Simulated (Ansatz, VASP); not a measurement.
# TaBi in VASP and in Ansatz

```
Ta Bi
1.0
     3.44100    0.00000    0.00000
     0.00000    3.44100    0.00000
     0.00000    0.00000    3.44100
Ta Bi
1 1
Direct
  0.00000 0.00000 0.00000
  0.50000 0.50000 0.50000
```

Change from the starting cell: volume scaled by 1, PAW files.

Alike in both runs: task single point; functional LDA; k mesh 11 × 11 × 11; occupations fermi-dirac, width 0.05 eV; no spin polarisation.

|  | VASP | Ansatz |
| --- | --- | --- |
| version | VASP 6.6.1 | Ansatz 0.2.0 |
| potentials or method | VASP PAW LDA potentials, release 64 (Ta_pv, Bi_d) | PAW with Ansatz's default frozen-core files, scalar-relativistic |
| plane-wave cutoff (eV) | 520 | 420 |
| valence electrons in the cell | 26 | 28 |

|  | VASP | Ansatz | Ansatz less VASP |
| --- | --- | --- | --- |
| pressure (GPa) | 0.4 | 0.0 | -0.40 |

LDA's correlation is that of Perdew and Zunger in VASP and of Perdew and Wang (1992) in Ansatz. VASP's potentials hold 26 valence electrons a cell and Ansatz's 28, so a difference there can come from the potentials and not from the codes.

Neither program's run includes spin-orbit coupling.
